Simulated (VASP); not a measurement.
# W3N4 (Pm-3m) in VASP: a series of runs

W3N4 is run at these levels: PBE; tasks: single point.

Everything below comes from runs of VASP 6.6.1. Logs are shortened: lines on timing, memory, paths and dates and some standing lists are left out, and cuts for length are marked.

**1. The cell of the first run**

It takes space group Pm-3m (No. 221, cubic). The conventional cell has a = 4.122 Å, b = 4.122 Å, c = 4.122 Å, α = 90.00°, β = 90.00°, γ = 90.00°. Within 2.7 Å of N (site symmetry m-3m) lie 6 W at 2.06 Å. Within 2.7 Å of N (site symmetry 4/mmm) lie 4 W at 2.06 Å. W (site symmetry 4/mmm) has 6 N at 2.06 Å within 2.7 Å.

**2. Single point, PBE, collinear spin, ferromagnetic start**

INCAR reads:

```
PREC = Accurate ; ENCUT = 520
EDIFF = 1E-6 ; ISMEAR = -1
SIGMA = 0.1 ; LREAL = False
LASPH = True ; NELM = 150
ALGO = Normal ; ISIF = 2
LWAVE = False ; LCHARG = False
ISPIN = 2 ; MAGMOM = 0 0 0 0 1 1 1
LORBIT = 11 ; LMAXMIX = 4
GGA = PE ; NBANDS = 44
```

KPOINTS reads:

```
Automatic mesh
0
Gamma
  5 5 5
```

POSCAR reads:

```
W3N4
1.0
    4.1220000000      0.0000000000      0.0000000000
    0.0000000000      4.1220000000      0.0000000000
    0.0000000000      0.0000000000      4.1220000000
N W
4 3
Direct
    0.5000000000      0.5000000000      0.5000000000
    0.5000000000      0.0000000000      0.0000000000
    0.0000000000      0.5000000000      0.0000000000
    0.0000000000      0.0000000000      0.5000000000
    0.5000000000      0.5000000000      0.0000000000
    0.0000000000      0.5000000000      0.5000000000
    0.5000000000      0.0000000000      0.5000000000
```

Potentials or basis: VASP PAW PBE potentials, release 64 (N, W_sv).

Started as:

```console
$ cat potpaw_PBE.64/N/POTCAR potpaw_PBE.64/W_sv/POTCAR > POTCAR
$ mpirun -np 1 vasp_std > vasp.out
```

OUTCAR:

```text
PREC = Accurate
   ENCUT = 520
   EDIFF = 1E-6
   ISMEAR = -1
   LREAL = False
   LASPH = True
   NELM = 150
   ISIF = 2
   ISPIN = 2
   LORBIT = 11
   GGA = PE

 ion  position               nearest neighbor table
   1  0.500  0.500  0.500-   5 2.06   6 2.06   7 2.06   5 2.06   7 2.06   6 2.06
   2  0.500  0.000  0.000-   5 2.06   7 2.06   7 2.06   5 2.06
   3  0.000  0.500  0.000-   5 2.06   6 2.06   6 2.06   5 2.06
   4  0.000  0.000  0.500-   6 2.06   7 2.06   6 2.06   7 2.06
   5  0.500  0.500  0.000-   1 2.06   2 2.06   3 2.06   1 2.06   2 2.06   3 2.06   6 2.91   7 2.91
                             7 2.91   7 2.91   7 2.91   6 2.91   6 2.91   6 2.91
   6  0.000  0.500  0.500-   1 2.06   3 2.06   4 2.06   3 2.06   4 2.06   1 2.06   5 2.91   7 2.91
                             7 2.91   5 2.91   5 2.91   7 2.91   5 2.91   7 2.91
   7  0.500  0.000  0.500-   1 2.06   2 2.06   4 2.06   2 2.06   1 2.06   4 2.06   5 2.91   6 2.91
                             5 2.91   6 2.91   5 2.91   5 2.91   6 2.91   6 2.91

  LATTYP: Found a simple cubic cell.
 ALAT       =     4.1220000000

  Lattice vectors:

 A1 = (   4.1220000000,   0.0000000000,   0.0000000000)
 A2 = (   0.0000000000,   4.1220000000,   0.0000000000)
 A3 = (   0.0000000000,   0.0000000000,   4.1220000000)

Analysis of symmetry for initial positions (statically):
=====================================================================
 Subroutine PRICEL returns:
 Original cell was already a primitive cell.

 Routine SETGRP: Setting up the symmetry group for a
 simple cubic supercell.

 Subroutine GETGRP returns: Found 48 space group operations
 (whereof 48 operations were pure point group operations)
 out of a pool of 48 trial point group operations.

The static configuration has the point symmetry O_h .

Analysis of symmetry for dynamics (positions and initial velocities):
=====================================================================
 Subroutine PRICEL returns:
 Original cell was already a primitive cell.

 Routine SETGRP: Setting up the symmetry group for a
 simple cubic supercell.

 Subroutine GETGRP returns: Found 48 space group operations
 (whereof 48 operations were pure point group operations)
 out of a pool of 48 trial point group operations.

The dynamic configuration has the point symmetry O_h .

Analysis of structural, dynamic, and magnetic symmetry:
=====================================================================
 Subroutine PRICEL returns:
 Original cell was already a primitive cell.

 Routine SETGRP: Setting up the symmetry group for a
 simple cubic supercell.

 Subroutine GETGRP returns: Found 48 space group operations
 (whereof 48 operations were pure point group operations)
 out of a pool of 48 trial point group operations.

The overall configuration has the point symmetry O_h .

 Subroutine INISYM returns: Found 48 space group operations
 (whereof 48 operations are pure point group operations),
 and found     1 'primitive' translations

----------------------------------------------------------------------------------------

                                     Primitive cell

  volume of cell :      70.0364

  direct lattice vectors                    reciprocal lattice vectors
     4.122000000  0.000000000  0.000000000     0.242600679  0.000000000  0.000000000
     0.000000000  4.122000000  0.000000000     0.000000000  0.242600679  0.000000000
     0.000000000  0.000000000  4.122000000     0.000000000  0.000000000  0.242600679

  length of vectors
     4.122000000  4.122000000  4.122000000     0.242600679  0.242600679  0.242600679

  position of ions in fractional coordinates (direct lattice)
     0.500000000  0.500000000  0.500000000
     0.500000000  0.000000000  0.000000000
     0.000000000  0.500000000  0.000000000
     0.000000000  0.000000000  0.500000000
     0.500000000  0.500000000  0.000000000
     0.000000000  0.500000000  0.500000000
     0.500000000  0.000000000  0.500000000

  ion indices of the primitive-cell ions
   primitive index   ion index
                 1           1
                 2           2
                 3           3
[... 44 lines left out ...]
   number of dos      NEDOS =    301   number of ions     NIONS =      7
   total plane-waves  NPLWV =  32768
   dimension x,y,z NGX =    32 NGY =   32 NGZ =   32
   dimension x,y,z NGXF=    64 NGYF=   64 NGZF=   64
   ions per type =               4   3
   NGX,Y,Z   is equivalent  to a cutoff of  12.91, 12.91, 12.91 a.u.
   NGXF,Y,Z  is equivalent  to a cutoff of  25.81, 25.81, 25.81 a.u.
 SYSTEM =  unknown system
   PREC   = accura    normal or accurate (medium, high low for compatibility)
   ISTART =      0    job   : 0-new  1-cont  2-samecut
   ICHARG =      2    charge: 1-file 2-atom 10-const
   ISPIN  =      2    spin polarized calculation?
   LNONCOLLINEAR =      F non collinear calculations
   LSORBIT =      F    spin-orbit coupling
   LASPH  =      T    aspherical Exc in radial PAW
   ENCUT  =  520.0 eV  38.22 Ry    6.18 a.u.   7.66  7.66  7.66*2*pi/ulx,y,z
   NELM   =    150;   NELMIN=  2; NELMDL= -5     # of ELM steps
   EDIFF  = 0.1E-05   stopping-criterion for ELM
   LREAL  =      F    real-space projection
   EDIFFG = 0.1E-04   stopping-criterion for IOM
   NSW    =      0    number of steps for IOM
   IBRION =     -1    ionic relax: 0-MD 1-quasi-New 2-CG
   NFREE  =      0    steps in history (QN), initial steepest desc. (CG)
   ISIF   =      2    stress and relaxation
   ISYM   =      2    0-nonsym 1-usesym 2-fastsym
   POTIM  = 0.5000    time-step for ionic-motion
   TEBEG  =    0.0;   TEEND  =   0.0 temperature during run
   PSTRESS=    0.0 pullay stress
   NELECT =      62.0000    total number of electrons
   NUPDOWN=      -1.0000    fix difference up-down
   EMIN   =  10.00;   EMAX   =-10.00  energy-range for DOS
   EFERMI =   0.00;   METHOD = LEGACY
   ISMEAR =    -1;   SIGMA  =   0.10  broadening in eV -4-tet -1-fermi 0-gaus
   EFERMI_NEDOS =   21; number of points for ismear=-14 and -15
   IALGO  =     38    algorithm
   IMIX   =      4    mixing-type and parameters
     AMIX     =   0.40;   BMIX     =  1.00
     AMIX_MAG =   1.60;   BMIX_MAG =  1.00
  volume/ion in A,a.u.               =      10.01        67.52
  Fermi-wavevector in a.u.,A,eV,Ry     =   1.571921  2.970500 33.619124  2.470936
  Thomas-Fermi vector in A             =   2.673433
   LORBIT       =     11    0 simple, 1 ext, 2 COOP (PROOUT), +10 PAW based schemes
   GGA     = PE    functional components
   LHFCALC =     F    Hartree Fock is set to
   AEXX    =    0.0000 exact exchange contribution
   IVDW    =     0    specifies the selected vdW correction
   LEPSILON=     F    determine dielectric tensor
   LRPA    =     F    only Hartree local field effects (RPA)
 spin polarized calculation
  energy-cutoff  :      520.00
  volume of cell :       70.04
 maximum number of plane-waves:      1895
 NGX is ok and might be reduce to    32
   NGX = 15   NGY = 15   NGZ = 15

 number of electron      62.0000007 magnetization      -0.0000958

 number of electron      62.0000007 magnetization       0.0000539

 Free energy of the ion-electron system (eV)
  ---------------------------------------------------
  ext. energy  EPLUGINS =         0.00000000
  ---------------------------------------------------
  free energy    TOTEN  =       -72.35081577 eV

  energy without entropy =      -72.31810406  energy(sigma->0) =      -72.33445991

 E-fermi :  11.5376     XC(G=0): -13.3804

 val. band max:       11.4878829937   @ k =   0.2000   0.0000   0.0000
 cond. band min:      11.6362259800   @ k =   0.4000   0.0000   0.0000
 fundamental gap:      0.1483429863
 Fermi energy:        11.5375905863

 spin component 1

 k-point     1 :       0.0000    0.0000    0.0000
  band No.  band energies     occupation
      1     -64.1737      1.00000
      2     -64.0852      1.00000
      3     -64.0852      1.00000
      4     -28.8870      1.00000
      5     -28.8870      1.00000
      6     -28.8870      1.00000
[... 449 lines left out ...]
     42      19.1632      0.00000
     43      19.1632      0.00000
 Fermi energy:        11.5375905863

 spin component 2

 k-point     1 :       0.0000    0.0000    0.0000
  band No.  band energies     occupation
      1     -64.1738      1.00000
      2     -64.0853      1.00000
      3     -64.0853      1.00000
      4     -28.8871      1.00000
      5     -28.8871      1.00000
      6     -28.8871      1.00000
[... 449 lines left out ...]
     42      19.1631      0.00000
     43      19.1631      0.00000
 [bands above 43 left out]

------------------------ aborting loop because EDIFF is reached ----------------------------------------

  FORCE on cell =-STRESS in cart. coord.  units (eV):
  Direction    XX          YY          ZZ          XY          YZ          ZX
  --------------------------------------------------------------------------------------
  -------------------------------------------------------------------------------------
  Total       12.4221624     12.4221624     12.4221624      0.0000000     -0.0000000      0.0000000
  in kB      284.1736604    284.1736604    284.1736604      0.0000000     -0.0000000      0.0000000
  external PRESSURE =     284.1736604 kB  Pullay stress =       0.0000000 kB

 VOLUME and BASIS-vectors are now :
 -----------------------------------------------------------------------------
  energy-cutoff  :      520.00
  volume of cell :       70.04
      direct lattice vectors                 reciprocal lattice vectors
     4.122000000  0.000000000  0.000000000     0.242600679  0.000000000  0.000000000
     0.000000000  4.122000000  0.000000000     0.000000000  0.242600679  0.000000000
     0.000000000  0.000000000  4.122000000     0.000000000  0.000000000  0.242600679

 POSITION                                       TOTAL-FORCE (eV/Angst)
 -----------------------------------------------------------------------------------
      2.06100      2.06100      2.06100         0.000000      0.000000      0.000000
      2.06100      0.00000      0.00000         0.000000      0.000000      0.000000
      0.00000      2.06100      0.00000         0.000000      0.000000      0.000000
      0.00000      0.00000      2.06100         0.000000      0.000000      0.000000
      2.06100      2.06100      0.00000         0.000000      0.000000      0.000000
      0.00000      2.06100      2.06100         0.000000      0.000000      0.000000
      2.06100      0.00000      2.06100         0.000000      0.000000      0.000000
 -----------------------------------------------------------------------------------
    total drift:                                0.000000     -0.000000     -0.000000

  FREE ENERGIE OF THE ION-ELECTRON SYSTEM (eV)
  ---------------------------------------------------
  free  energy   TOTEN  =       -72.3508157672 eV

  energy  without entropy=      -72.3181040581  energy(sigma->0) =      -72.33445991

 total charge

# of ion       s       p       d       tot
------------------------------------------
    1        1.237   2.681   0.000   3.917
    2        1.250   2.527   0.000   3.777
    3        1.250   2.527   0.000   3.777
    4        1.250   2.527   0.000   3.777
    5        2.329   6.429   3.442  12.199
    6        2.329   6.429   3.442  12.199
    7        2.329   6.429   3.442  12.199
--------------------------------------------------
tot         11.972  29.549  10.325  51.847

 magnetization (x)

# of ion       s       p       d       tot
------------------------------------------
    1       -0.000   0.000   0.000   0.000
    2        0.000   0.000   0.000   0.000
    3        0.000   0.000   0.000   0.000
    4        0.000   0.000   0.000   0.000
    5       -0.000  -0.000  -0.000  -0.000
    6       -0.000  -0.000  -0.000  -0.000
    7       -0.000  -0.000  -0.000  -0.000
--------------------------------------------------
tot         -0.000   0.000  -0.000  -0.000
```

Wall time 49 s (1 thread of Intel Xeon Platinum 8259CL at 2.50GHz (Skylake/Cascade Lake), shared host); peak memory 0.22 GiB.

Results:

* Free energy: -72.3508 eV
* Pressure: 28.4 GPa
* Band gap on the k mesh: zero (filled and empty bands overlap)
* Net moment: 0.00 μB per cell
* Valence electrons inside the program's atomic spheres: N 3.92, 3.78; W 12.20

Caveat: spin-orbit coupling is left out, which moves the levels of the heavy elements.

**3. Single point, PBE, collinear spin, ferromagnetic start**

INCAR reads:

```
SYSTEM = W3N4
PREC = Accurate
ENCUT = 520
EDIFF = 1E-6
ISMEAR = -1
SIGMA = 0.1
LREAL = .False.
LASPH = .True.
NELM = 150
ALGO = Normal
ISIF = 2
LWAVE = .False.
LCHARG = .False.
ISPIN = 2
MAGMOM = 0 0 0 0 0.2 0.2 0.2
LORBIT = 11
LMAXMIX = 4
GGA = PE
NBANDS = 44
ISYM = 0
```

KPOINTS reads:

```
regular mesh
0
Gamma
  5 5 5
  0 0 0
```

POSCAR is that of step 2.

Potentials or basis: VASP PAW PBE potentials, release 64 (N, W_sv).

Started as:

```console
$ cat potpaw_PBE.64/N/POTCAR potpaw_PBE.64/W_sv/POTCAR > POTCAR
$ mpirun -np 1 vasp_std > vasp.out
```

OUTCAR:

```text
SYSTEM = W3N4
   PREC = Accurate
   ENCUT = 520
   EDIFF = 1E-6
   ISMEAR = -1
   LREAL = .False.
   LASPH = .True.
   NELM = 150
   ISIF = 2
   ISPIN = 2
   LORBIT = 11
   GGA = PE
   ISYM = 0

 ion  position               nearest neighbor table
   1  0.500  0.500  0.500-   5 2.06   6 2.06   7 2.06   5 2.06   7 2.06   6 2.06
   2  0.500  0.000  0.000-   5 2.06   7 2.06   7 2.06   5 2.06
   3  0.000  0.500  0.000-   5 2.06   6 2.06   6 2.06   5 2.06
   4  0.000  0.000  0.500-   6 2.06   7 2.06   6 2.06   7 2.06
   5  0.500  0.500  0.000-   1 2.06   2 2.06   3 2.06   1 2.06   2 2.06   3 2.06   6 2.91   7 2.91
                             7 2.91   7 2.91   7 2.91   6 2.91   6 2.91   6 2.91
   6  0.000  0.500  0.500-   1 2.06   3 2.06   4 2.06   3 2.06   4 2.06   1 2.06   5 2.91   7 2.91
                             7 2.91   5 2.91   5 2.91   7 2.91   5 2.91   7 2.91
   7  0.500  0.000  0.500-   1 2.06   2 2.06   4 2.06   2 2.06   1 2.06   4 2.06   5 2.91   6 2.91
                             5 2.91   6 2.91   5 2.91   5 2.91   6 2.91   6 2.91

IMPORTANT INFORMATION: All symmetrisations will be switched off!
NOSYMM: (Re-)initialisation of all symmetry stuff for point group C_1.

----------------------------------------------------------------------------------------

                                     Primitive cell

[... 2386 lines left out ...]
  energy-cutoff  :      520.00
  volume of cell :       70.04
      direct lattice vectors                 reciprocal lattice vectors
     4.122000000  0.000000000  0.000000000     0.242600679  0.000000000  0.000000000
     0.000000000  4.122000000  0.000000000     0.000000000  0.242600679  0.000000000
     0.000000000  0.000000000  4.122000000     0.000000000  0.000000000  0.242600679

 POSITION                                       TOTAL-FORCE (eV/Angst)
 -----------------------------------------------------------------------------------
      2.06100      2.06100      2.06100         0.000000      0.000001     -0.000001
      2.06100      0.00000      0.00000         0.000000     -0.000000     -0.000000
      0.00000      2.06100      0.00000        -0.000001     -0.000001      0.000000
      0.00000      0.00000      2.06100         0.000001      0.000000      0.000000
      2.06100      2.06100      0.00000        -0.000000      0.000001     -0.000001
      0.00000      2.06100      2.06100        -0.000000     -0.000001     -0.000000
      2.06100      0.00000      2.06100        -0.000000     -0.000000      0.000001
 -----------------------------------------------------------------------------------
    total drift:                                0.000001      0.000001     -0.000001

  FREE ENERGIE OF THE ION-ELECTRON SYSTEM (eV)
  ---------------------------------------------------
  free  energy   TOTEN  =       -72.3508158575 eV

  energy  without entropy=      -72.3181050932  energy(sigma->0) =      -72.33446048

 total charge

# of ion       s       p       d       tot
------------------------------------------
    1        1.237   2.681   0.000   3.917
    2        1.250   2.527   0.000   3.777
    3        1.250   2.527   0.000   3.777
    4        1.250   2.527   0.000   3.777
    5        2.329   6.429   3.442  12.199
    6        2.329   6.429   3.442  12.199
    7        2.329   6.429   3.442  12.199
--------------------------------------------------
tot         11.972  29.549  10.325  51.847

 magnetization (x)

# of ion       s       p       d       tot
------------------------------------------
    1        0.000  -0.000   0.000   0.000
    2       -0.000   0.000   0.000   0.000
    3       -0.000   0.000   0.000   0.000
    4       -0.000   0.000   0.000   0.000
    5       -0.000  -0.000  -0.000  -0.000
    6       -0.000  -0.000  -0.000  -0.000
    7       -0.000  -0.000  -0.000  -0.000
--------------------------------------------------
tot         -0.000   0.000  -0.000  -0.000
```

stdout:

```text
POSCAR found type information on POSCAR N W
 POSCAR found :  2 types and       7 ions
 scaLAPACK will be used
 LDA part: xc-table for (Slater+PW92), standard interpolation
 POSCAR, INCAR and KPOINTS ok, starting setup
 FFT: planning ... GRIDC
 FFT: planning ... GRID_SOFT
 FFT: planning ... GRID
 WAVECAR not read
 entering main loop
```

It took 3.8 min on 1 thread of Intel Xeon Platinum 8259CL at 2.50GHz (Skylake/Cascade Lake), shared host; peak memory 0.38 GiB.

What came out:

- Free energy: -72.3508 eV
- Pressure: 28.4 GPa
- Band gap on the k mesh: zero (filled and empty bands overlap)
- Net moment: 0.00 μB per cell
- Valence electrons inside the program's atomic spheres: N 3.92, 3.78; W 12.20

Levels at points of the mesh, in eV from the Fermi level:
Spin up:
```
           k point  band 27  band 28  band 29  band 30  band 31  band 32  band 33  band 34  band 35  band 36
(0.00, 0.00, 0.00)    -3.44    -3.44    -2.17    -2.17    -2.17    -0.83    -0.83    -0.83    -0.18    -0.18
```
Spin down:
```tsv
k point	band 27	band 28	band 29	band 30	band 31	band 32	band 33	band 34	band 35	band 36
(0.00, 0.00, 0.00)	-3.44	-3.44	-2.17	-2.17	-2.17	-0.83	-0.83	-0.83	-0.18	-0.18
```

Caveat: spin-orbit coupling is left out, which moves the levels of the heavy elements.
